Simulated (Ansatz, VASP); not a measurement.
# One calculation of Cl, two programs

The input INCAR:

```
SYSTEM = Cl
PREC = Accurate
ENCUT = 520
EDIFF = 1E-6
ISMEAR = -1
SIGMA = 0.1
LREAL = .FALSE.
LASPH = .TRUE.
NELM = 100
ALGO = Normal
ISIF = 2
LWAVE = .FALSE.
LCHARG = .FALSE.
GGA = PE
NBANDS = 10
```

File KPOINTS:

```
Automatic mesh
0
G
  14 14 13
  0 0 0
```

File POSCAR:

```
Cl
1.0
    3.4135970153      0.0000000000      0.0000000000
   -1.7067985076      2.9562617335      0.0000000000
    0.0000000000      0.0000000000      2.2848133754
Cl
1
Direct
    0.0000000000      0.0000000000      0.0000000000
```

Input for Ansatz:

```yaml
crystal:
  lattice:
    - [3.4135970153, 0.0, 0.0]
    - [-1.7067985076, 2.9562617335, 0.0]
    - [0.0, 0.0, 2.2848133754]
  atoms:
    - { symbol: Cl, position: [0.0, 0.0, 0.0] }
kpoints:
  mp_grid: { grid: [14, 14, 13] }
scf:
  occupations: { method: fermi_dirac, width: 0.1 }
hamiltonian:
  xc: pbe
  pseudopotentials: { kind: all_electron, lapw: { basis_error: 0.001 } }
output:
  forces: true
  stress: true
  eigenvalues: true
  populations: true
```

Change from the starting cell: volume scaled by 0.75, LAPW.

Alike in both runs: task single point; functional PBE; k mesh 14 × 14 × 13; occupations fermi-dirac, width 0.1 eV; no spin polarisation.

|  | VASP | Ansatz |
| --- | --- | --- |
| version | VASP 6.6.1 | Ansatz 0.2.0 |
| potentials or method | VASP PAW PBE potentials, release 64 (Cl), cutoff 520 eV | all-electron LAPW, scalar-relativistic |

```csv
,VASP,Ansatz,Ansatz less VASP
pressure (GPa),3.2,3.4,+0.19
"traceless stress, the component that is largest in VASP (GPa)",-0.15,0.06,+0.205
```

Ansatz ran all-electron here, and VASP with PAW potentials.
